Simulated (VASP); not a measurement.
# Zr4C5 in VASP: single point with r2SCAN

Aim: the single point of Zr4C5 with r2SCAN.

All numbers are computed with VASP 6.6.1; they aren't measurements. Logs are shortened: lines on timing, memory, paths and dates and some standing lists are left out, and cuts for length are marked.

### Step 1. The cell of the first run

The cell holds a slab with vacuum, 9 atoms: a = 3.332 Å, b = 3.332 Å, c = 25.881 Å, α = 90.00°, β = 90.00°, γ = 120.00°.

### Step 2. Single point, r2SCAN

File POSCAR:

```
Zr4C5
1.0
    3.3315451702      0.0000000000      0.0000000000
   -1.6657725851      2.8852027513      0.0000000000
    0.0000000000      0.0000000000     25.8807809628
C Zr
5 4
Direct
    0.6666666667      0.3333333333      0.2986681690
    0.3333333333      0.6666666667      0.3960408818
    0.0000000000      0.0000000000      0.5000000007
    0.6666666667      0.3333333333      0.6039591203
    0.3333333333      0.6666666667      0.7013318328
    0.0000000000      0.0000000000      0.3418748570
    0.6666666667      0.3333333333      0.4473684081
    0.3333333333      0.6666666667      0.5526315880
    0.0000000000      0.0000000000      0.6581251424
```

File INCAR.step1:

```
  PREC = Accurate
  ENCUT = 520
  ISMEAR = 0
  SIGMA = 0.1
  LREAL = F
  LASPH = T
  NELM = 60
  LDIPOL = T
  IDIPOL = 3
  DIPOL = 0.5 0.5 0.500
  NBANDS = 44
  GGA = PE
  ALGO = Normal
  EDIFF = 1E-4
  LWAVE = T
  LCHARG = F
```

File INCAR.step2:

```
  PREC = Accurate
  ENCUT = 520
  EDIFF = 1E-6
  ISMEAR = 0
  SIGMA = 0.1
  LREAL = F
  LASPH = T
  NELM = 60
  ALGO = Normal
  ISIF = 2
  LWAVE = F
  LCHARG = F
  LDIPOL = T
  IDIPOL = 3
  DIPOL = 0.5 0.5 0.500
  METAGGA = R2SCAN
  LMIXTAU = T
  NBANDS = 44
  ISTART = 1
```

File KPOINTS:

```
Automatic mesh
0
Gamma
  12 12 1
```

Potentials or basis: VASP PAW PBE potentials, release 64 (C, Zr_sv).

Launch:

```sh
cat potpaw_PBE.64/C/POTCAR potpaw_PBE.64/Zr_sv/POTCAR > POTCAR
cp INCAR.step1 INCAR
mpirun -np 1 vasp_std > vasp.out
cp INCAR.step2 INCAR
mpirun -np 1 vasp_std > vasp.out
```

OUTCAR:

```text
PREC = Accurate
   ENCUT = 520
   EDIFF = 1E-6
   ISMEAR = 0
   LREAL = F
   LASPH = T
   NELM = 60
   ISIF = 2
   METAGGA = R2SCAN
   ISTART = 1

 ion  position               nearest neighbor table
   1  0.667  0.333  0.299-   6 2.22   6 2.22   6 2.22
   2  0.333  0.667  0.396-   7 2.34   7 2.34   7 2.34   6 2.38   6 2.38   6 2.38
   3  0.000  0.000  0.500-   8 2.36   8 2.36   8 2.36   7 2.36   7 2.36   7 2.36
   4  0.667  0.333  0.604-   8 2.34   8 2.34   8 2.34   9 2.38   9 2.38   9 2.38
   5  0.333  0.667  0.701-   9 2.22   9 2.22   9 2.22
   6  0.000  0.000  0.342-   1 2.22   1 2.22   1 2.22   2 2.38   2 2.38   2 2.38   7 3.34   7 3.34
                             7 3.34
   7  0.667  0.333  0.447-   2 2.34   2 2.34   2 2.34   3 2.36   3 2.36   3 2.36   8 3.33   8 3.33
                             8 3.33   6 3.34   6 3.34   6 3.34
   8  0.333  0.667  0.553-   4 2.34   4 2.34   4 2.34   3 2.36   3 2.36   3 2.36   7 3.33   7 3.33
                             7 3.33   9 3.34   9 3.34   9 3.34
   9  0.000  0.000  0.658-   5 2.22   5 2.22   5 2.22   4 2.38   4 2.38   4 2.38   8 3.34   8 3.34
                             8 3.34

  LATTYP: Found a hexagonal cell.
 ALAT       =     3.3315451702
 C/A-ratio  =     7.7684016397

  Lattice vectors:

 A1 = (   3.3315451702,   0.0000000000,   0.0000000000)
 A2 = (  -1.6657725851,   2.8852027513,   0.0000000000)
 A3 = (   0.0000000000,   0.0000000000,  25.8807809628)

Analysis of symmetry for initial positions (statically):
=====================================================================
 Subroutine PRICEL returns:
 Original cell was already a primitive cell.

 Routine SETGRP: Setting up the symmetry group for a
 hexagonal supercell.

 Subroutine GETGRP returns: Found 12 space group operations
 (whereof 12 operations were pure point group operations)
 out of a pool of 24 trial point group operations.

The static configuration has the point symmetry D_3d.

Analysis of symmetry for dynamics (positions and initial velocities):
=====================================================================
 Subroutine PRICEL returns:
 Original cell was already a primitive cell.

 Routine SETGRP: Setting up the symmetry group for a
 hexagonal supercell.

 Subroutine GETGRP returns: Found 12 space group operations
 (whereof 12 operations were pure point group operations)
 out of a pool of 24 trial point group operations.

The dynamic configuration has the point symmetry D_3d.

 Subroutine INISYM returns: Found 12 space group operations
 (whereof 12 operations are pure point group operations),
 and found     1 'primitive' translations

----------------------------------------------------------------------------------------

                                     Primitive cell

  volume of cell :     248.7708

  direct lattice vectors                    reciprocal lattice vectors
     3.331545170  0.000000000  0.000000000     0.300161021  0.173298046  0.000000000
    -1.665772585  2.885202751  0.000000000     0.000000000  0.346596093  0.000000000
     0.000000000  0.000000000 25.880780963     0.000000000  0.000000000  0.038638710

  length of vectors
     3.331545170  3.331545170 25.880780963     0.346596093  0.346596093  0.038638710

  position of ions in fractional coordinates (direct lattice)
     0.666666667  0.333333333  0.298668169
     0.333333333  0.666666667  0.396040882
     0.000000000  0.000000000  0.500000001
     0.666666667  0.333333333  0.603959120
     0.333333333  0.666666667  0.701331833
     0.000000000  0.000000000  0.341874857
     0.666666667  0.333333333  0.447368408
     0.333333333  0.666666667  0.552631588
     0.000000000  0.000000000  0.658125142

  ion indices of the primitive-cell ions
   primitive index   ion index
                 1           1
                 2           2
                 3           3
                 4           4
                 5           5
                 6           6
                 7           7
                 8           8
                 9           9

----------------------------------------------------------------------------------------

 KPOINTS: Automatic mesh

Automatic generation of k-mesh.
 Grid dimensions read from file:
 generate k-points for:   12   12    1

 Generating k-lattice:

  Cartesian coordinates                     Fractional coordinates (reciprocal lattice)
     0.025013418  0.014441504  0.000000000     0.083333333 -0.000000000  0.000000000
     0.000000000  0.028883008  0.000000000     0.000000000  0.083333333  0.000000000
     0.000000000  0.000000000  0.038638710     0.000000000  0.000000000  1.000000000

  Length of vectors
     0.028883008  0.028883008  0.038638710

  Shift w.r.t. Gamma in fractional coordinates (k-lattice)
     0.000000000  0.000000000  0.000000000

 Subroutine IBZKPT returns following result:
 ===========================================

 Found     19 irreducible k-points:

 Following reciprocal coordinates:
            Coordinates               Weight
  0.000000  0.000000  0.000000      1.000000
  0.083333  0.000000  0.000000      6.000000
  0.166667 -0.000000  0.000000      6.000000
  0.250000  0.000000  0.000000      6.000000
  0.333333  0.000000  0.000000      6.000000
  0.416667  0.000000  0.000000      6.000000
[... 11 lines left out ...]
  0.333333  0.250000  0.000000     12.000000
  0.333333  0.333333  0.000000      2.000000
   k-points           NKPTS =     19   k-points in BZ     NKDIM =     19   number of bands    NBANDS=     44
   number of dos      NEDOS =    301   number of ions     NIONS =      9
   total plane-waves  NPLWV = 150528
   dimension x,y,z NGX =    28 NGY =   28 NGZ =  192
   dimension x,y,z NGXF=    56 NGYF=   56 NGZF=  384
   ions per type =               5   4
   NGX,Y,Z   is equivalent  to a cutoff of  13.97, 13.97, 12.33 a.u.
   NGXF,Y,Z  is equivalent  to a cutoff of  27.94, 27.94, 24.67 a.u.
 SYSTEM =  unknown system
   PREC   = accura    normal or accurate (medium, high low for compatibility)
   ISTART =      1    job   : 0-new  1-cont  2-samecut
   ICHARG =      0    charge: 1-file 2-atom 10-const
   ISPIN  =      1    spin polarized calculation?
   LNONCOLLINEAR =      F non collinear calculations
   LSORBIT =      F    spin-orbit coupling
   LASPH  =      T    aspherical Exc in radial PAW
   ENCUT  =  520.0 eV  38.22 Ry    6.18 a.u.   6.19  6.19 48.12*2*pi/ulx,y,z
   NELM   =     60;   NELMIN=  2; NELMDL=  0     # of ELM steps
   EDIFF  = 0.1E-05   stopping-criterion for ELM
   LREAL  =      F    real-space projection
   EDIFFG = 0.1E-04   stopping-criterion for IOM
   NSW    =      0    number of steps for IOM
   IBRION =     -1    ionic relax: 0-MD 1-quasi-New 2-CG
   NFREE  =      0    steps in history (QN), initial steepest desc. (CG)
   ISIF   =      2    stress and relaxation
   ISYM   =      2    0-nonsym 1-usesym 2-fastsym
   POTIM  = 0.5000    time-step for ionic-motion
   TEBEG  =    0.0;   TEEND  =   0.0 temperature during run
   PSTRESS=    0.0 pullay stress
   NELECT =      68.0000    total number of electrons
   NUPDOWN=      -1.0000    fix difference up-down
   EMIN   =  10.00;   EMAX   =-10.00  energy-range for DOS
   EFERMI =   0.00;   METHOD = LEGACY
   ISMEAR =     0;   SIGMA  =   0.10  broadening in eV -4-tet -1-fermi 0-gaus
   EFERMI_NEDOS =   21; number of points for ismear=-14 and -15
   IALGO  =     38    algorithm
   IMIX   =      4    mixing-type and parameters
     AMIX     =   0.40;   BMIX     =  1.00
     AMIX_MAG =   1.60;   BMIX_MAG =  1.00
  volume/ion in A,a.u.               =      27.64       186.53
  Fermi-wavevector in a.u.,A,eV,Ry     =   1.062457  2.007752 15.358456  1.128815
  Thomas-Fermi vector in A             =   2.197908
   LORBIT       =      0    0 simple, 1 ext, 2 COOP (PROOUT), +10 PAW based schemes
   METAGGA = R2SCAN    functional components
   LHFCALC =     F    Hartree Fock is set to
   AEXX    =    0.0000 exact exchange contribution
   IVDW    =     0    specifies the selected vdW correction
   LEPSILON=     F    determine dielectric tensor
   LRPA    =     F    only Hartree local field effects (RPA)
 non-spin polarized calculation
 Gauss-broadening in eV      SIGMA  =   0.10
  energy-cutoff  :      520.00
  volume of cell :      248.77
 maximum number of plane-waves:      6744
 NGX is ok and might be reduce to    28
   NGX = 13   NGY = 13   NGZ = 97

 number of electron      68.0000001 magnetization

 dipolmoment           0.000000      0.000000      0.000001 electrons x Angstroem

 Free energy of the ion-electron system (eV)
  ---------------------------------------------------
  ext. energy  EPLUGINS =         0.00000000
  ---------------------------------------------------
  free energy    TOTEN  =      -140.03133021 eV

  energy without entropy =     -139.99786484  energy(sigma->0) =     -140.01459752

 E-fermi :   0.3166     XC(G=0):  -6.3900

 val. band max:        0.3027046009   @ k =   0.0833   0.0833   0.0000
 cond. band min:       0.3320423360   @ k =   0.2500   0.0833   0.0000
 fundamental gap:      0.0293377352
 Fermi energy:         0.3165716883

 k-point     1 :       0.0000    0.0000    0.0000
  band No.  band energies     occupation
      1     -49.6534      2.00000
      2     -49.6021      2.00000
      3     -48.9641      2.00000
      4     -48.9640      2.00000
      5     -27.4022      2.00000
      6     -27.0140      2.00000
[... 36 lines left out ...]
     43       4.0833      0.00000
     44       4.0833      0.00000

 k-point     2 :       0.0833    0.0000    0.0000
  band No.  band energies     occupation
      1     -49.6479      2.00000
      2     -49.5982      2.00000
      3     -48.9592      2.00000
      4     -48.9591      2.00000
      5     -27.3857      2.00000
      6     -27.0150      2.00000
[... 36 lines left out ...]
     43       4.1929      0.00000
     44       4.2347      0.00000

 k-point     3 :       0.1667   -0.0000    0.0000
  band No.  band energies     occupation
      1     -49.6329      2.00000
      2     -49.5877      2.00000
      3     -48.9459      2.00000
      4     -48.9458      2.00000
      5     -27.3406      2.00000
      6     -27.0406      2.00000
[... 36 lines left out ...]
     43       4.1867      0.00000
     44       4.2777      0.00000

 k-point     4 :       0.2500    0.0000    0.0000
  band No.  band energies     occupation
      1     -49.6119      2.00000
      2     -49.5737      2.00000
      3     -48.9276      2.00000
      4     -48.9276      2.00000
      5     -27.2861      2.00000
      6     -27.1517      2.00000
[... 647 lines left out ...]
     43       5.1855      0.00000
     44       5.4384      0.00000

 k-point    18 :       0.3333    0.2500    0.0000
  band No.  band energies     occupation
      1     -49.5554      2.00000
      2     -49.5467      2.00000
      3     -48.8841      2.00000
      4     -48.8841      2.00000
      5     -27.3447      2.00000
      6     -27.2817      2.00000
[... 36 lines left out ...]
     43       5.1287      0.00000
     44       5.5533      0.00000

 k-point    19 :       0.3333    0.3333    0.0000
  band No.  band energies     occupation
      1     -49.5487      2.00000
      2     -49.5487      2.00000
      3     -48.8817      2.00000
      4     -48.8816      2.00000
      5     -27.2721      2.00000
      6     -27.2472      2.00000
[... 36 lines left out ...]
     43       4.7793      0.00000
     44       5.9325      0.00000

------------------------ aborting loop because EDIFF is reached ----------------------------------------

 vacuum level on the upper side and lower side of the slab       (xc-potential included)         0.003         0.003

  FORCE on cell =-STRESS in cart. coord.  units (eV):
  Direction    XX          YY          ZZ          XY          YZ          ZX
  --------------------------------------------------------------------------------------
  -------------------------------------------------------------------------------------
  Total        2.1018861      2.1018861      0.1434543      0.0000000     -0.0000000      0.0000000
  in kB       13.5369348     13.5369348      0.9238998      0.0000000     -0.0000000      0.0000000
  external PRESSURE =       9.3325898 kB  Pullay stress =       0.0000000 kB

 VOLUME and BASIS-vectors are now :
 -----------------------------------------------------------------------------
  energy-cutoff  :      520.00
  volume of cell :      248.77
      direct lattice vectors                 reciprocal lattice vectors
     3.331545170  0.000000000  0.000000000     0.300161021  0.173298046  0.000000000
    -1.665772585  2.885202751  0.000000000     0.000000000  0.346596093  0.000000000
     0.000000000  0.000000000 25.880780963     0.000000000  0.000000000  0.038638710

 POSITION                                       TOTAL-FORCE (eV/Angst)
 -----------------------------------------------------------------------------------
      1.66577      0.96173      7.72977        -0.000000      0.000000     -0.022282
     -0.00000      1.92347     10.24985         0.000000      0.000000     -0.002472
      0.00000      0.00000     12.94039         0.000000      0.000000      0.000000
      1.66577      0.96173     15.63093        -0.000000      0.000000      0.002472
     -0.00000      1.92347     18.15102         0.000000     -0.000000      0.022282
      0.00000      0.00000      8.84799         0.000000     -0.000000      0.008136
      1.66577      0.96173     11.57824        -0.000000     -0.000000      0.002102
     -0.00000      1.92347     14.30254        -0.000000      0.000000     -0.002102
      0.00000      0.00000     17.03279         0.000000      0.000000     -0.008136
 -----------------------------------------------------------------------------------
    total drift:                                0.000000     -0.000000      0.000264

  FREE ENERGIE OF THE ION-ELECTRON SYSTEM (eV)
  ---------------------------------------------------
  free  energy   TOTEN  =      -140.0313302078 eV

  energy  without entropy=     -139.9978648418  energy(sigma->0) =     -140.01459752

 vacuum level on the upper side and lower side of the slab         7.326         7.326
```

Wall time 13 min (1 thread of Intel Xeon 6975P-C (Granite Rapids), shared host); peak memory 0.49 GiB.

What came out:

| Property | Result |
| --- | --- |
| Free energy | -140.0313 eV |
| Largest force | 0.022 eV/Å |
| Band gap on the k mesh | zero (bands 34 and 35 overlap by 0.76 eV) |

Forces in eV/Å, atoms in the order of the input:
```
C    0.000  0.000 -0.022
C    0.000  0.000 -0.002
C    0.000  0.000  0.000
C    0.000  0.000  0.002
C    0.000  0.000  0.022
Zr   0.000  0.000  0.008
Zr   0.000  0.000  0.002
Zr   0.000  0.000 -0.002
Zr   0.000  0.000 -0.008
```

Levels at points of the mesh, in eV from the Fermi level:
```
           k point  band 30  band 31  band 32  band 33  band 34  band 35  band 36  band 37  band 38  band 39
(0.00, 0.00, 0.00)    -1.51    -0.66    -0.20    -0.20     0.72     1.04     1.04     1.73     1.73     2.28
(0.50, 0.00, 0.00)    -2.08    -1.25    -0.65    -0.62     0.02     0.02     0.35     0.93     2.22     3.58
```

Caveat: the PAW data sets were made with another functional, which shifts forces and pressure a little.

The gap in the log of VASP goes by the Fermi energy; the results here count the filled bands.